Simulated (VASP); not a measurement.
Wanted: the native input for a VASP 6.6.1 run.

```
Task                   : single point
Functional             : LDA
Potentials or basis    : VASP PAW LDA potentials, release 64 (Ru_pv)
Cutoff                 : 520 eV
k mesh                 : 11 × 11 × 6
Occupations            : fermi-dirac, width 0.05 eV
Spin                   : no spin polarisation
Dipole correction      : no
Further INCAR settings : ALGO = Normal; EDIFF = 1e-06; NBANDS = 21
```

The structure of Ru lies in POSCAR:

```
Ru
1.0
    2.6692306523      0.0000000000      0.0000000000
   -1.3346153261      2.3116215535      0.0000000000
    0.0000000000      0.0000000000      4.2240293924
Ru
2
Direct
    0.6666666667      0.3333333333      0.7500000000
    0.3333333333      0.6666666667      0.2500000000
```

The input as run:

INCAR

```
PREC = Accurate
ENCUT = 520
EDIFF = 1E-6
ISMEAR = -1
SIGMA = 0.05
LREAL = False
LASPH = True
NELM = 80
ALGO = Normal
ISIF = 2
LWAVE = False
LCHARG = False
GGA = CA
NBANDS = 21
```

KPOINTS

```
regular mesh
0
Gamma
  11 11 6
```

Potentials or basis: VASP PAW LDA potentials, release 64 (Ru_pv).

Run with:

```sh
$ cat potpaw_LDA.64/Ru_pv/POTCAR > POTCAR
$ mpirun -np 1 vasp_std > vasp.out
```

Results of the run:

The pressure is 2.6 GPa and the band gap on the k mesh is zero (bands 14 and 15 overlap by 3.29 eV).

Run time: 28 s on 1 thread of Intel Xeon 8259CL, on a shared host, peak memory 0.14 GiB.
